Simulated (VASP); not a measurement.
A run of VASP 6.6.1 is set up as follows.

The input INCAR:

```
  PREC = Accurate
  ENCUT = 600
  EDIFF = 1E-6
  ISMEAR = 0
  SIGMA = 0.1
  LREAL = F
  LASPH = T
  NELM = 100
  ALGO = Normal
  ISIF = 3
  LWAVE = F
  LCHARG = F
  GGA = PE
  IBRION = 2
  NSW = 90
  EDIFFG = -0.04
```

KPOINTS

```
Automatic mesh
0
Gamma
  8 8 8
```

The input POSCAR:

```
B3C
1.0
   -1.4476532462      1.4476532462      3.2337189395
    1.4476532462     -1.4476532462      3.2337189395
    1.4476532462      1.4476532462     -3.2337189395
B C
3 1
Direct
    0.5000000000      0.5000000000      0.0000000000
    0.2500000000      0.7500000000      0.5000000000
    0.7500000000      0.2500000000      0.5000000000
    0.0000000000      0.0000000000      0.0000000000
```

Potentials or basis: VASP PAW PBE potentials, release 64 (B, C).

The run is started by

```bash
$ cat potpaw_PBE.64/B/POTCAR potpaw_PBE.64/C/POTCAR > POTCAR
$ mpirun -np 1 vasp_std > vasp.out
```

**Question.** What does it give for the space group after relaxing (to 0.05 Å)?

**Answer.** I4/mmm (No. 139).

**Question.** Predict the relaxed volume.

**Answer.** 7.44 Å³/atom.

**Question.** What does it give for the relaxed cell?

**Answer.** a = 5.059 Å, b = 5.059 Å, c = 5.059 Å, α = 151.31°, β = 151.31°, γ = 41.02°.

Final structure:
```cif
data_structure
_symmetry_space_group_name_H-M 'P 1'
_symmetry_Int_Tables_number 1
_cell_length_a 5.0591
_cell_length_b 5.0591
_cell_length_c 5.0591
_cell_angle_alpha 151.313
_cell_angle_beta 151.313
_cell_angle_gamma 41.018
_cell_volume 29.77
loop_
_atom_site_label
_atom_site_type_symbol
_atom_site_fract_x
_atom_site_fract_y
_atom_site_fract_z
_atom_site_occupancy
B1 B 0.50000 0.50000 0.00000 1
B2 B 0.25000 0.75000 0.50000 1
B3 B 0.75000 0.25000 0.50000 1
C1 C 0.00000 0.00000 0.00000 1
```

Caveat: the k points lie up to 0.44 Å⁻¹ apart in the final cell.
